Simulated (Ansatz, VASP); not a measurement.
Si2N in VASP and in Ansatz

The input INCAR:

```
SYSTEM = Si2N
ALGO     = Normal         ! electronic algorithm
EDIFF    = 1E-6           ! SCF threshold, eV
EDIFFG   = -0.05          ! ionic threshold
ENCUT    = 600            ! plane-wave cutoff, eV
GGA      = PS             ! functional
IBRION   = 2              ! ionic algorithm
ISIF     = 3              ! what is computed and relaxed
ISMEAR   = 0              ! smearing method
LASPH    = .True.         ! aspherical terms in the spheres
LCHARG   = .False.        ! write CHGCAR
LREAL    = .False.        ! projectors in reciprocal space
LWAVE    = .False.        ! write WAVECAR
NELM     = 60             ! most SCF steps
NSW      = 80             ! ionic steps
PREC     = Accurate       ! precision mode
SIGMA    = 0.1            ! smearing width, eV
```

Contents of KPOINTS:

```
k-points
0
Gamma
  6 6 8
  0 0 0
```

Contents of POSCAR:

```
Si2N
1.0
    4.1706435947      0.0000000000      0.0000000000
    0.0000000000      4.1706435947      0.0000000000
    0.0000000000      0.0000000000      2.5418639371
Si N
4 2
Direct
    0.2954633019      0.2954633019      0.0000000000
    0.7045366981      0.7045366981      0.0000000000
    0.7954633019      0.2045366981      0.5000000000
    0.2045366981      0.7954633019      0.5000000000
    0.0000000000      0.0000000000      0.0000000000
    0.5000000000      0.5000000000      0.5000000000
```

Input for Ansatz:

```yaml
crystal:
  lattice:
    - [4.1706435947, 0.0, 0.0]
    - [0.0, 4.1706435947, 0.0]
    - [0.0, 0.0, 2.5418639371]
  atoms:
    - { symbol: Si, position: [0.2954633019, 0.2954633019, 0.0] }
    - { symbol: Si, position: [0.7045366981, 0.7045366981, 0.0] }
    - { symbol: Si, position: [0.7954633019, 0.2045366981, 0.5] }
    - { symbol: Si, position: [0.2045366981, 0.7954633019, 0.5] }
    - { symbol: "N", position: [0.0, 0.0, 0.0] }
    - { symbol: "N", position: [0.5, 0.5, 0.5] }
basis:
  ecutwfc: 420
kpoints:
  mp_grid: { grid: [6, 6, 8] }
hamiltonian:
  xc: pbesol
scf:
  occupations: { method: gaussian, width: 0.1 }
output:
  forces: true
  stress: true
  eigenvalues: true
relax:
  adjacent_minimum: "off"
  f_tol: 0.05
  max_steps: 60
  cell: { stress_tol: 0.5 }
```

Alike in both runs: task relaxation of cell and atoms; functional PBEsol; k mesh 6 × 6 × 8; occupations gaussian, width 0.1 eV; no spin polarisation.

```csv
,VASP,Ansatz
version,VASP 6.6.1,Ansatz 0.2.0
potentials or method,"VASP PAW PBE potentials, release 64 (Si, N), cutoff 600 eV","scalar-relativistic, plane waves, PAW"
valence electrons in the cell,26,26
```

Ansatz gave:

```
gap on the k mesh at the Fermi level, each at its own relaxed structure (eV) : none
relaxed volume (Å³/atom)                                                     : 17.36
relaxed cell length with the largest relative difference (Å)                 : 6.382
```

Question: Which values does VASP return?

Answer: gap on the k mesh at the Fermi level, each at its own relaxed structure (eV): none; relaxed volume (Å³/atom): 14.74; relaxed cell length with the largest relative difference (Å): 5.894.

VASP's potentials were made for PBE, not for PBEsol. A gap of «none» marks a metal or a gap that the smearing closes. One of these differences is far larger than is usual between the two programs; its cause wasn't traced.

Noted on VASP's run: the volume moved by over 15 % at a fixed basis, so the end points are rough.
